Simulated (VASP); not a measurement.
Here is a VASP 6.6.1 calculation.

INCAR

```
SYSTEM = CaC2
PREC = Accurate
ENCUT = 600
EDIFF = 1E-6
ISMEAR = 0
SIGMA = 0.05
LREAL = .FALSE.
LASPH = .TRUE.
NELM = 120
ALGO = Normal
ISIF = 2
LWAVE = .FALSE.
LCHARG = .FALSE.
GGA = CA
NBANDS = 16
GGA_COMPAT = .FALSE.
```

KPOINTS

```
regular mesh
0
G
  10 10 10
  0 0 0
```

POSCAR

```
CaC2
1.0
   -1.8319488986      1.8319488986      3.1388106270
    1.8319488986     -1.8319488986      3.1388106270
    1.8319488986      1.8319488986     -3.1388106270
Ca C
1 2
Direct
    0.0000000000      0.0000000000      0.0000000000
    0.5996770466      0.5996770466      0.0000000000
    0.4003229534      0.4003229534      0.0000000000
```

Potentials or basis: VASP PAW LDA potentials, release 64 (Ca_sv, C).

Run with:

```sh
$ cat potpaw_LDA.64/Ca_sv/POTCAR potpaw_LDA.64/C/POTCAR > POTCAR
$ mpirun -np 1 vasp_std > vasp.out
```

(1) Predict the band gap on the k mesh.

(2) What does it give for the pressure?

Answers

(1) 0.57 eV (least direct gap 1.83 eV).

(2) 3.6 GPa.

Caveat: the cell differs from its parent crystal (strain -0.025 along x and y, +0.000 along z); the cell stands under pressure.
